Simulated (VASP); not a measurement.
Set up this calculation in VASP 6.6.1, as the native input.

- Task: single point
- Functional: PBE
- Potentials or basis: VASP PAW PBE potentials, release 64 (B, Te)
- Cutoff: 520 eV
- k mesh: 10 × 10 × 10
- Occupations: gaussian, width 0.1 eV
- Spin: no spin polarisation
- Dipole correction: no
- Further INCAR settings: ALGO = Normal; EDIFF = 1e-06; NBANDS = 18

The structure of BTe3 lies in POSCAR:

```
BTe3
1.0
    4.6332177519      0.0000000000      0.0000000000
    0.0000000000      4.6332177519      0.0000000000
    0.0000000000      0.0000000000      4.6332177519
B Te
1 3
Direct
    0.0000000000      0.0000000000      0.0000000000
    0.0000000000      0.5000000000      0.5000000000
    0.5000000000      0.0000000000      0.5000000000
    0.5000000000      0.5000000000      0.0000000000
```

The input as run:

INCAR

```
PREC = Accurate
ENCUT = 520
EDIFF = 1E-6
ISMEAR = 0
SIGMA = 0.1
LREAL = F
LASPH = T
NELM = 100
ALGO = Normal
ISIF = 2
LWAVE = F
LCHARG = F
GGA = PE
NBANDS = 18
```

KPOINTS

```
regular mesh
0
Gamma
  10 10 10
```

Potentials or basis: VASP PAW PBE potentials, release 64 (B, Te).

Command:

```console
$ cat potpaw_PBE.64/B/POTCAR potpaw_PBE.64/Te/POTCAR > POTCAR
$ mpirun -np 1 vasp_std > vasp.out
```

Results of the run:

```yaml
Pressure: -0.1 GPa
Band_gap_on_the_k_mesh: zero (an odd number of electrons rules out a gap without spin polarisation)
```

Caveat: spin-orbit coupling is left out, which moves the levels of the heavy elements.

Run time: 42 s on 1 thread of Intel(R) Xeon(R) Platinum 8488C (Sapphire Rapids), with other jobs on the host, peak memory 0.25 GiB.
